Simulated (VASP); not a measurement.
# InSb in VASP: further runs

InSb is run at these levels: PBE; tasks: single point.

Everything below comes from runs of VASP 6.6.1. Logs are shortened: lines on timing, memory, paths and dates and some standing lists are left out, and cuts for length are marked.

### 1 The cell of the first run

The cell holds a slab with vacuum, 6 atoms: a = 4.692 Å, b = 4.692 Å, c = 23.619 Å, α = 90.00°, β = 90.00°, γ = 120.00°.

### 2 Single point, PBE

The input, INCAR:

```
PREC     = Accurate       # precision mode
ENCUT    = 520            # plane-wave cutoff, eV
EDIFF    = 1E-7           # SCF threshold, eV
ISMEAR   = 0              # smearing method
SIGMA    = 0.1            # smearing width, eV
LREAL    = F              # projectors in reciprocal space
LASPH    = T              # aspherical terms in the spheres
NELM     = 100            # most SCF steps
ALGO     = Normal         # electronic algorithm
ISIF     = 2              # what is computed and relaxed
LWAVE    = F              # write WAVECAR
LCHARG   = T              # write CHGCAR
LDIPOL   = T            
IDIPOL   = 3            
DIPOL    = 0.5 0.5 0.500
GGA      = PE             # functional
LELF     = T              # ELF
LVHAR    = T            
LVACPOTAV= T            
NBANDS   = 36             # bands
```

The input, KPOINTS:

```
Automatic mesh
0
Gamma
  9 9 1
```

The input, POSCAR:

```
InSb
1.0
    4.6915474111      0.0000000000      0.0000000000
   -2.3457737056      4.0629992411      0.0000000000
    0.0000000000      0.0000000000     23.6189229460
Sb In
3 3
Direct
    0.0000000000      0.0000000000      0.3175419987
    0.3333333333      0.6666666667      0.4797268887
    0.6666666667      0.3333333333      0.6419117788
    0.3333333333      0.6666666667      0.3580882212
    0.6666666667      0.3333333333      0.5202731113
    0.0000000000      0.0000000000      0.6824580013
```

Potentials or basis: VASP PAW PBE potentials, release 64 (Sb, In_d).

Run with:

```
> cat potpaw_PBE.64/Sb/POTCAR potpaw_PBE.64/In_d/POTCAR > POTCAR
> mpirun -np 1 vasp_std > vasp.out
```

OUTCAR:

```text
PREC = Accurate
   ENCUT = 520
   EDIFF = 1E-7
   ISMEAR = 0
   LREAL = F
   LASPH = T
   NELM = 100
   ISIF = 2
   GGA = PE

 ion  position               nearest neighbor table
   1  0.000  0.000  0.318-   4 2.87   4 2.87   4 2.87
   2  0.333  0.667  0.480-   4 2.87   5 2.87   5 2.87   5 2.87
   3  0.667  0.333  0.642-   5 2.87   6 2.87   6 2.87   6 2.87
   4  0.333  0.667  0.358-   2 2.87   1 2.87   1 2.87   1 2.87
   5  0.667  0.333  0.520-   3 2.87   2 2.87   2 2.87   2 2.87
   6  0.000  0.000  0.682-   3 2.87   3 2.87   3 2.87

  LATTYP: Found a hexagonal cell.
 ALAT       =     4.6915474111
 C/A-ratio  =     5.0343566581

  Lattice vectors:

 A1 = (   4.6915474111,   0.0000000000,   0.0000000000)
 A2 = (  -2.3457737056,   4.0629992411,   0.0000000000)
 A3 = (   0.0000000000,   0.0000000000,  23.6189229460)

Analysis of symmetry for initial positions (statically):
=====================================================================
 Subroutine PRICEL returns:
 Original cell was already a primitive cell.

 Routine SETGRP: Setting up the symmetry group for a
 hexagonal supercell.

 Subroutine GETGRP returns: Found  6 space group operations
 (whereof  6 operations were pure point group operations)
 out of a pool of 24 trial point group operations.

The static configuration has the point symmetry C_3v.

Analysis of symmetry for dynamics (positions and initial velocities):
=====================================================================
 Subroutine PRICEL returns:
 Original cell was already a primitive cell.

 Routine SETGRP: Setting up the symmetry group for a
 hexagonal supercell.

 Subroutine GETGRP returns: Found  6 space group operations
 (whereof  6 operations were pure point group operations)
 out of a pool of 24 trial point group operations.

The dynamic configuration has the point symmetry C_3v.

 Subroutine INISYM returns: Found  6 space group operations
 (whereof  6 operations are pure point group operations),
 and found     1 'primitive' translations

----------------------------------------------------------------------------------------

                                     Primitive cell

  volume of cell :     450.2181

  direct lattice vectors                    reciprocal lattice vectors
     4.691547411  0.000000000  0.000000000     0.213149290  0.123061800  0.000000000
    -2.345773706  4.062999241  0.000000000     0.000000000  0.246123600  0.000000000
     0.000000000  0.000000000 23.618922946     0.000000000  0.000000000  0.042338933

  length of vectors
     4.691547411  4.691547411 23.618922946     0.246123600  0.246123600  0.042338933

  position of ions in fractional coordinates (direct lattice)
     0.000000000  0.000000000  0.317541999
     0.333333333  0.666666667  0.479726889
     0.666666667  0.333333333  0.641911779
     0.333333333  0.666666667  0.358088221
     0.666666667  0.333333333  0.520273111
     0.000000000  0.000000000  0.682458001

  ion indices of the primitive-cell ions
   primitive index   ion index
                 1           1
                 2           2
                 3           3
                 4           4
                 5           5
                 6           6

----------------------------------------------------------------------------------------

 KPOINTS: Automatic mesh

Automatic generation of k-mesh.
 Grid dimensions read from file:
 generate k-points for:    9    9    1

 Generating k-lattice:

  Cartesian coordinates                     Fractional coordinates (reciprocal lattice)
     0.023683254  0.013673533  0.000000000     0.111111111  0.000000000  0.000000000
     0.000000000  0.027347067  0.000000000     0.000000000  0.111111111  0.000000000
     0.000000000  0.000000000  0.042338933     0.000000000  0.000000000  1.000000000

  Length of vectors
     0.027347067  0.027347067  0.042338933

  Shift w.r.t. Gamma in fractional coordinates (k-lattice)
     0.000000000  0.000000000  0.000000000

 Subroutine IBZKPT returns following result:
 ===========================================

 Found     12 irreducible k-points:

 Following reciprocal coordinates:
            Coordinates               Weight
  0.000000  0.000000  0.000000      1.000000
  0.111111 -0.000000  0.000000      6.000000
  0.222222  0.000000  0.000000      6.000000
  0.333333  0.000000  0.000000      6.000000
  0.444444  0.000000  0.000000      6.000000
  0.111111  0.111111  0.000000      6.000000
  0.222222  0.111111  0.000000     12.000000
  0.333333  0.111111  0.000000     12.000000
  0.444444  0.111111  0.000000      6.000000
  0.222222  0.222222  0.000000      6.000000
  0.333333  0.222222  0.000000     12.000000
  0.333333  0.333333  0.000000      2.000000
   k-points           NKPTS =     12   k-points in BZ     NKDIM =     12   number of bands    NBANDS=     36
   number of dos      NEDOS =    301   number of ions     NIONS =      6
   total plane-waves  NPLWV = 233280
   dimension x,y,z NGX =    36 NGY =   36 NGZ =  180
   dimension x,y,z NGXF=    72 NGYF=   72 NGZF=  360
   ions per type =               3   3
   NGX,Y,Z   is equivalent  to a cutoff of  12.76, 12.76, 12.67 a.u.
   NGXF,Y,Z  is equivalent  to a cutoff of  25.51, 25.51, 25.34 a.u.
 SYSTEM =  unknown system
   PREC   = accura    normal or accurate (medium, high low for compatibility)
   ISTART =      0    job   : 0-new  1-cont  2-samecut
   ICHARG =      2    charge: 1-file 2-atom 10-const
   ISPIN  =      1    spin polarized calculation?
   LNONCOLLINEAR =      F non collinear calculations
   LSORBIT =      F    spin-orbit coupling
   LASPH  =      T    aspherical Exc in radial PAW
   ENCUT  =  520.0 eV  38.22 Ry    6.18 a.u.   8.72  8.72 43.92*2*pi/ulx,y,z
   NELM   =    100;   NELMIN=  2; NELMDL= -5     # of ELM steps
   EDIFF  = 0.1E-06   stopping-criterion for ELM
   LREAL  =      F    real-space projection
   EDIFFG = 0.1E-05   stopping-criterion for IOM
   NSW    =      0    number of steps for IOM
   IBRION =     -1    ionic relax: 0-MD 1-quasi-New 2-CG
   NFREE  =      0    steps in history (QN), initial steepest desc. (CG)
   ISIF   =      2    stress and relaxation
   ISYM   =      2    0-nonsym 1-usesym 2-fastsym
   POTIM  = 0.5000    time-step for ionic-motion
   TEBEG  =    0.0;   TEEND  =   0.0 temperature during run
   PSTRESS=    0.0 pullay stress
   NELECT =      54.0000    total number of electrons
   NUPDOWN=      -1.0000    fix difference up-down
   EMIN   =  10.00;   EMAX   =-10.00  energy-range for DOS
   EFERMI =   0.00;   METHOD = LEGACY
   ISMEAR =     0;   SIGMA  =   0.10  broadening in eV -4-tet -1-fermi 0-gaus
   EFERMI_NEDOS =   21; number of points for ismear=-14 and -15
   IALGO  =     38    algorithm
   IMIX   =      4    mixing-type and parameters
     AMIX     =   0.40;   BMIX     =  1.00
     AMIX_MAG =   1.60;   BMIX_MAG =  1.00
  volume/ion in A,a.u.               =      75.04       506.37
  Fermi-wavevector in a.u.,A,eV,Ry     =   0.807356  1.525682  8.868601  0.651824
  Thomas-Fermi vector in A             =   1.915960
   LORBIT       =      0    0 simple, 1 ext, 2 COOP (PROOUT), +10 PAW based schemes
   GGA     = PE    functional components
   LHFCALC =     F    Hartree Fock is set to
   AEXX    =    0.0000 exact exchange contribution
   IVDW    =     0    specifies the selected vdW correction
   LEPSILON=     F    determine dielectric tensor
   LRPA    =     F    only Hartree local field effects (RPA)
 non-spin polarized calculation
 Gauss-broadening in eV      SIGMA  =   0.10
  energy-cutoff  :      520.00
  volume of cell :      450.22
 maximum number of plane-waves:     12138
 NGX is ok and might be reduce to    36
   NGX = 17   NGY = 17   NGZ = 87

 dipolmoment           0.000000      0.000000      0.026238 electrons x Angstroem

 number of electron      54.0000015 magnetization

 dipolmoment           0.000000      0.000000     -0.174388 electrons x Angstroem

 Free energy of the ion-electron system (eV)
  ---------------------------------------------------
  ext. energy  EPLUGINS =         0.00000000
  ---------------------------------------------------
  free energy    TOTEN  =       -19.37074760 eV

  energy without entropy =      -19.35259250  energy(sigma->0) =      -19.36167005

 E-fermi :  -0.0713     XC(G=0):  -4.6200

 val. band max:       -0.2181600577   @ k =   0.2222   0.2222   0.0000
 cond. band min:      -0.0663086382   @ k =   0.1111  -0.0000   0.0000
 fundamental gap:      0.1518514195
 Fermi energy:        -0.0712512688

 k-point     1 :       0.0000    0.0000    0.0000
  band No.  band energies     occupation
      1     -15.0077      2.00000
      2     -14.9713      2.00000
      3     -14.9713      2.00000
      4     -14.9036      2.00000
      5     -14.9036      2.00000
      6     -14.7239      2.00000
[... 28 lines left out ...]
     35       3.4106      0.00000
     36       3.4106      0.00000

 k-point     2 :       0.1111   -0.0000    0.0000
  band No.  band energies     occupation
      1     -15.0068      2.00000
      2     -14.9739      2.00000
      3     -14.9711      2.00000
      4     -14.9046      2.00000
      5     -14.9014      2.00000
      6     -14.7218      2.00000
[... 28 lines left out ...]
     35       3.5417      0.00000
     36       3.7180      0.00000

 k-point     3 :       0.2222    0.0000    0.0000
  band No.  band energies     occupation
      1     -15.0063      2.00000
      2     -14.9788      2.00000
      3     -14.9708      2.00000
      4     -14.9071      2.00000
      5     -14.8956      2.00000
      6     -14.7166      2.00000
[... 28 lines left out ...]
     35       3.8411      0.00000
     36       4.1967      0.00000
[... 274 lines left out ...]
 k-point    11 :       0.3333    0.2222    0.0000
  band No.  band energies     occupation
      1     -15.0122      2.00000
      2     -14.9796      2.00000
      3     -14.9730      2.00000
      4     -14.9088      2.00000
      5     -14.8865      2.00000
      6     -14.7014      2.00000
[... 28 lines left out ...]
     35       4.2496      0.00000
     36       4.8040      0.00000

 k-point    12 :       0.3333    0.3333    0.0000
  band No.  band energies     occupation
      1     -15.0122      2.00000
      2     -14.9792      2.00000
      3     -14.9738      2.00000
      4     -14.9079      2.00000
      5     -14.8871      2.00000
      6     -14.6942      2.00000
[... 28 lines left out ...]
     35       4.4668      0.00000
     36       5.1049      0.00000

------------------------ aborting loop because EDIFF is reached ----------------------------------------

  FORCE on cell =-STRESS in cart. coord.  units (eV):
  Direction    XX          YY          ZZ          XY          YZ          ZX
  --------------------------------------------------------------------------------------
  -------------------------------------------------------------------------------------
  Total       -0.5626710     -0.5626710      1.4542513      0.0000000      0.0000000      0.0000000
  in kB       -2.0023601     -2.0023601      5.1751995      0.0000000      0.0000000      0.0000000
  external PRESSURE =       0.3901598 kB  Pullay stress =       0.0000000 kB

 VOLUME and BASIS-vectors are now :
 -----------------------------------------------------------------------------
  energy-cutoff  :      520.00
  volume of cell :      450.22
      direct lattice vectors                 reciprocal lattice vectors
     4.691547411  0.000000000  0.000000000     0.213149290  0.123061800  0.000000000
    -2.345773706  4.062999241  0.000000000     0.000000000  0.246123600  0.000000000
     0.000000000  0.000000000 23.618922946     0.000000000  0.000000000  0.042338933

 POSITION                                       TOTAL-FORCE (eV/Angst)
 -----------------------------------------------------------------------------------
      0.00000      0.00000      7.50000         0.000000     -0.000000      0.003176
     -0.00000      2.70867     11.33063         0.000000      0.000000      0.384245
      2.34577      1.35433     15.16126         0.000000     -0.000000      0.471931
     -0.00000      2.70867      8.45766        -0.000000      0.000000     -0.299880
      2.34577      1.35433     12.28829        -0.000000      0.000000     -0.393969
      0.00000      0.00000     16.11892         0.000000      0.000000     -0.165504
 -----------------------------------------------------------------------------------
    total drift:                                0.000001     -0.000000      0.000503

  FREE ENERGIE OF THE ION-ELECTRON SYSTEM (eV)
  ---------------------------------------------------
  free  energy   TOTEN  =       -19.3707476045 eV

  energy  without entropy=      -19.3525925016  energy(sigma->0) =      -19.36167005

 vacuum level on the upper side and lower side of the slab         3.438         5.093
```

Run time: 5.6 min. Hardware: 1 thread of Intel Xeon Platinum 8488C (Sapphire Rapids), shared host; peak memory 0.6 GiB.

Results:

| Property | Result |
| --- | --- |
| Free energy | -19.3707 eV |
| Largest force | 0.472 eV/Å |
| Band gap on the k mesh | zero (band 27 reaches 0.09 eV, above the bottom of band 28 at -0.05 eV) |

Forces in eV/Å, atoms in the order of the input:
```
Sb   0.000  0.000  0.003
Sb   0.000  0.000  0.384
Sb   0.000  0.000  0.472
In   0.000  0.000 -0.300
In   0.000  0.000 -0.394
In   0.000  0.000 -0.166
```

Levels at points of the mesh, in eV from the Fermi level:
```tsv
k point	band 25	band 26	band 27	band 28	band 29	band 30
(0.00, 0.00, 0.00)	-0.53	0.16	0.16	0.17	0.55	0.90
```

Caveat: spin-orbit coupling is left out, which moves the levels of the heavy elements.

### 3 Single point, PBE

The input, INCAR:

```
SYSTEM = InSb
PREC     = Accurate       ! precision mode
ENCUT    = 520            ! plane-wave cutoff, eV
EDIFF    = 1E-7           ! SCF threshold, eV
ISMEAR   = 0              ! smearing method
SIGMA    = 0.1            ! smearing width, eV
LREAL    = .False.        ! projectors in reciprocal space
LASPH    = .True.         ! aspherical terms in the spheres
NELM     = 80             ! most SCF steps
ALGO     = Normal         ! electronic algorithm
ISIF     = 2              ! what is computed and relaxed
LWAVE    = .False.        ! write WAVECAR
LCHARG   = .False.        ! write CHGCAR
LDIPOL   = .True.       
IDIPOL   = 3            
DIPOL    = 0.5 0.5 0.500
GGA      = PE             ! functional
NBANDS   = 36             ! bands
```

The input, KPOINTS:

```
regular mesh
0
Gamma
  9 9 1
  0 0 0
```

The input, POSCAR:

```
InSb
1.0
    4.6915474111      0.0000000000      0.0000000000
   -2.3457737056      4.0629992411      0.0000000000
    0.0000000000      0.0000000000     23.6189229460
Sb In
3 3
Direct
    0.0000000000      0.0000000000      0.3158208308
    0.3333333333      0.6666666667      0.4814923689
    0.6666666667      0.3333333333      0.6463429558
    0.3333333333      0.6666666667      0.3550845639
    0.6666666667      0.3333333333      0.5192401058
    0.0000000000      0.0000000000      0.6820191749
```

Potentials or basis: VASP PAW PBE potentials, release 64 (Sb, In_d).

Run with:

```
> cat potpaw_PBE.64/Sb/POTCAR potpaw_PBE.64/In_d/POTCAR > POTCAR
> mpirun -np 1 vasp_std > vasp.out
```

Run time: 5.7 min. Hardware: 1 thread of Intel Xeon Platinum 8488C (Sapphire Rapids), shared host; peak memory 0.6 GiB.

Results (log left out):

```
Free energy            : -19.4156 eV
Largest force          : 0.009 eV/Å
Band gap on the k mesh : zero (band 27 reaches 0.12 eV, above the bottom of band 28 at 0.05 eV)
```

Forces in eV/Å, atoms in the order of the input:
```
Sb   0.000  0.000  0.000
Sb   0.000  0.000 -0.009
Sb   0.000  0.000  0.000
In   0.000  0.000 -0.002
In   0.000  0.000  0.007
In   0.000  0.000  0.004
```

Levels at points of the mesh, in eV from the Fermi level:
| k point | band 24 | band 25 | band 26 | band 27 | band 28 | band 29 | band 30 | band 31 |
| --- | --- | --- | --- | --- | --- | --- | --- | --- |
| (0.00, 0.00, 0.00) | -0.63 | -0.63 | -0.13 | 0.13 | 0.13 | 0.45 | 0.84 | 1.39 |

Caveat: spin-orbit coupling is left out, which moves the levels of the heavy elements.
